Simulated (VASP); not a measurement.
# Mo (Im-3m) in VASP: a series of runs, part 2 of 2

VASP 6.6.1.

### Step 3. Single point, r2SCAN

This run uses another cell than the first one, of 15.63 Å³/atom, 0.984 times its volume.

Input file POSCAR:

```
Mo
1.0
   -1.5752151446      1.5752151446      1.5752151446
    1.5752151446     -1.5752151446      1.5752151446
    1.5752151446      1.5752151446     -1.5752151446
Mo
1
Direct
    0.0000000000      0.0000000000      0.0000000000
```

Input file INCAR.step1:

```
SYSTEM = Mo
ALGO = Normal
EDIFF = 1E-4
ENCUT = 520
GGA = PE
ISMEAR = 0
LASPH = .TRUE.
LCHARG = .FALSE.
LREAL = .FALSE.
LWAVE = .TRUE.
NBANDS = 13
NELM = 100
PREC = Accurate
SIGMA = 0.1
```

Input file INCAR.step2:

```
SYSTEM = Mo
ALGO = Normal
EDIFF = 1E-6
ENCUT = 520
ISIF = 2
ISMEAR = 0
ISTART = 1
LASPH = .TRUE.
LCHARG = .FALSE.
LMIXTAU = .TRUE.
LREAL = .FALSE.
LWAVE = .FALSE.
METAGGA = R2SCAN
NBANDS = 13
NELM = 100
PREC = Accurate
SIGMA = 0.1
```

Input file KPOINTS:

```
k-points
0
G
  18 18 18
  0 0 0
```

Potentials or basis: VASP PAW PBE potentials, release 64 (Mo_sv).

Run with:

```sh
cat potpaw_PBE.64/Mo_sv/POTCAR > POTCAR
cp INCAR.step1 INCAR
mpirun -np 1 vasp_std > vasp.out
cp INCAR.step2 INCAR
mpirun -np 1 vasp_std > vasp.out
```

OUTCAR:

```text
SYSTEM = Mo
   EDIFF = 1E-6
   ENCUT = 520
   ISIF = 2
   ISMEAR = 0
   ISTART = 1
   LASPH = .TRUE.
   LREAL = .FALSE.
   METAGGA = R2SCAN
   NELM = 100
   PREC = Accurate

 ion  position               nearest neighbor table
   1  0.000  0.000  0.000-

  LATTYP: Found a body centered cubic cell.
 ALAT       =     3.1504302892

  Lattice vectors:

 A1 = (  -1.5752151446,   1.5752151446,   1.5752151446)
 A2 = (   1.5752151446,  -1.5752151446,   1.5752151446)
 A3 = (   1.5752151446,   1.5752151446,  -1.5752151446)

Analysis of symmetry for initial positions (statically):
=====================================================================
 Subroutine PRICEL returns:
 Original cell was already a primitive cell.

 Routine SETGRP: Setting up the symmetry group for a
 body centered cubic supercell.

 Subroutine GETGRP returns: Found 48 space group operations
 (whereof 48 operations were pure point group operations)
 out of a pool of 48 trial point group operations.

The static configuration has the point symmetry O_h .

Analysis of symmetry for dynamics (positions and initial velocities):
=====================================================================
[... 161 lines left out ...]
 Fermi energy:        12.5594993203

 k-point     1 :       0.0000    0.0000    0.0000
  band No.  band energies     occupation
      1     -50.6781      2.00000
      2     -23.1501      2.00000
      3     -23.1501      2.00000
      4     -23.1501      2.00000
      5       4.8846      2.00000
      6      11.1241      2.00000
      7      11.1241      2.00000
      8      11.1241      2.00000
      9      14.4587      0.00000
     10      14.4587      0.00000
     11      28.0417      0.00000
     12      28.0417      0.00000
     13      28.0417      0.00000
[... 354 lines left out ...]
  band No.  band energies     occupation
      1     -50.3853      2.00000
      2     -24.5620      2.00000
      3     -23.6689      2.00000
      4     -23.2276      2.00000
      5       7.3838      2.00000
      6       9.1271      2.00000
      7      12.5204      1.42008
      8      14.2890      0.00000
      9      15.4823      0.00000
     10      18.1470      0.00000
     11      24.8685      0.00000
     12      25.9241      0.00000
     13      30.4339      0.00000

 [... further k-points ...]
[... 5 lines left out ...]
  --------------------------------------------------------------------------------------
  -------------------------------------------------------------------------------------
  Total        0.1106039      0.1106039      0.1106039      0.0000000      0.0000000     -0.0000000
  in kB       11.3344779     11.3344779     11.3344779      0.0000000      0.0000000     -0.0000000
  external PRESSURE =      11.3344779 kB  Pullay stress =       0.0000000 kB

 VOLUME and BASIS-vectors are now :
 -----------------------------------------------------------------------------
  energy-cutoff  :      520.00
  volume of cell :       15.63
      direct lattice vectors                 reciprocal lattice vectors
    -1.575215145  1.575215145  1.575215145     0.000000000  0.317416958  0.317416958
     1.575215145 -1.575215145  1.575215145     0.317416958  0.000000000  0.317416958
     1.575215145  1.575215145 -1.575215145     0.317416958  0.317416958  0.000000000

 POSITION                                       TOTAL-FORCE (eV/Angst)
 -----------------------------------------------------------------------------------
      0.00000      0.00000      0.00000        -0.000000      0.000000      0.000000
 -----------------------------------------------------------------------------------
    total drift:                                0.000000     -0.000000     -0.000000

  FREE ENERGIE OF THE ION-ELECTRON SYSTEM (eV)
  ---------------------------------------------------
  free  energy   TOTEN  =       -26.0772663373 eV

  energy  without entropy=      -26.0744473444  energy(sigma->0) =      -26.07585684
```

Wall time 3 min (1 thread of AMD EPYC 7R43 (Zen 3), shared host); peak memory 0.12 GiB.

What came out:

| Item | Value |
| --- | --- |
| Free energy | -26.0773 eV |
| Pressure | 1.1 GPa |
| Band gap on the k mesh | zero (band 7 reaches 16.69 eV, above the bottom of band 8 at 11.12 eV) |

Caveat: the PAW data sets were made with another functional, which shifts forces and pressure a little.

### Step 4. Relaxation of cell and atoms, r2SCAN

Input file POSCAR:

```
Mo
1.0
   -1.5838089700      1.5838089700      1.5838089700
    1.5838089700     -1.5838089700      1.5838089700
    1.5838089700      1.5838089700     -1.5838089700
Mo
1
Direct
    0.0000000000      0.0000000000      0.0000000000
```

Input file INCAR.step1:

```
ALGO     = Normal         # electronic algorithm
EDIFF    = 1E-4           # SCF threshold, eV
ENCUT    = 600            # plane-wave cutoff, eV
GGA      = PE             # functional
ISMEAR   = 0              # smearing method
LASPH    = T              # aspherical terms in the spheres
LCHARG   = F              # write CHGCAR
LREAL    = F              # projectors in reciprocal space
LWAVE    = T              # write WAVECAR
NELM     = 100            # most SCF steps
PREC     = Accurate       # precision mode
SIGMA    = 0.1            # smearing width, eV
```

Input file INCAR.step2:

```
ALGO     = Normal         # electronic algorithm
EDIFF    = 1E-7           # SCF threshold, eV
EDIFFG   = -0.005         # ionic threshold
ENCUT    = 600            # plane-wave cutoff, eV
IBRION   = 2              # ionic algorithm
ISIF     = 3              # what is computed and relaxed
ISMEAR   = 0              # smearing method
ISTART   = 1            
LASPH    = T              # aspherical terms in the spheres
LCHARG   = F              # write CHGCAR
LMIXTAU  = T            
LREAL    = F              # projectors in reciprocal space
LWAVE    = F              # write WAVECAR
METAGGA  = R2SCAN         # meta-GGA
NELM     = 100            # most SCF steps
NSW      = 100            # ionic steps
PREC     = Accurate       # precision mode
SIGMA    = 0.1            # smearing width, eV
```

Input file KPOINTS:

```
k-points
0
Gamma
  18 18 18
```

Run with:

```sh
cat potpaw_PBE.64/Mo_sv/POTCAR > POTCAR
cp INCAR.step1 INCAR
mpirun -np 1 vasp_std > vasp.out
cp INCAR.step2 INCAR
mpirun -np 1 vasp_std > vasp.out
```

It took 13 min on 1 thread of AMD EPYC 7R43 (Zen 3), shared host; peak memory 0.14 GiB.

The run converged. Its results:

```yaml
Free_energy: -26.0758 eV
Relaxed_volume: 15.70 Å³/atom
Relaxed_cell: a = 2.732 Å, b = 2.732 Å, c = 2.732 Å, α = 109.47°, β = 109.47°, γ = 109.47°
Space_group_after_relaxing_to_0.05_Å: Im-3m (No. 229)
Energy_gained_by_relaxing: 2.0 meV/atom
Ionic_steps: 3
Pressure_after_relaxing: 0.0 GPa
Band_gap_on_the_k_mesh: zero (band 7 reaches 16.60 eV, above the bottom of band 8 at 11.06 eV)
```

Step by step:
```csv
step,energy change (eV),largest force (eV/Å),pressure (GPa),volume (Å³)
1,0.0000,0.0000,-3.25,15.89
2,0.0144,0.0000,10.11,15.16
3,-0.0020,0.0000,-0.03,15.70
```

Final structure:
```
CELL_PARAMETERS angstrom
-1.57739 1.57739 1.57739
1.57739 -1.57739 1.57739
1.57739 1.57739 -1.57739
ATOMIC_POSITIONS crystal
Mo 0.00000 0.00000 0.00000
```

Levels at points of the mesh, in eV from the Fermi level:
```tsv
k point	band 3	band 4	band 5	band 6	band 7	band 8	band 9	band 10	band 11
(0.00, 0.00, 0.00)	-35.72	-35.72	-7.66	-1.43	-1.43	-1.43	1.89	1.89	15.48
(0.50, 0.00, 0.00)	-36.19	-35.73	-5.58	-3.58	1.55	1.87	2.57	4.89	12.16
(0.50, 0.50, 0.50)	-36.74	-36.74	-5.63	-5.63	4.10	4.10	4.10	9.43	9.43
```

Caveat: the PAW data sets were made with another functional, which shifts forces and pressure a little.

### Step 5. The runs side by side

```csv
task,cell,k mesh,cutoff (eV),gap on the mesh (eV),pressure (GPa)
single point,"a = 2.743 Å, angles 109.5°, 1 atom",8 × 8 × 8,520,none,-2.1
single point,"a = 2.728 Å, angles 109.5°, 1 atom",18 × 18 × 18,520,none,1.1
relaxation of cell and atoms,"relaxed from a = 2.743 Å, angles 109.5°, 1 atom",18 × 18 × 18,600,none,0.0
```

Alike in all rows: level r2SCAN; potentials or basis VASP PAW PBE potentials, release 64 (Mo_sv); no spin polarisation; smearing gaussian 0.1 eV.

Caveats: the PAW data sets were made with another functional, which shifts forces and pressure a little.

Total energies depend on the potentials used, so only differences within one code and one set of settings carry meaning.
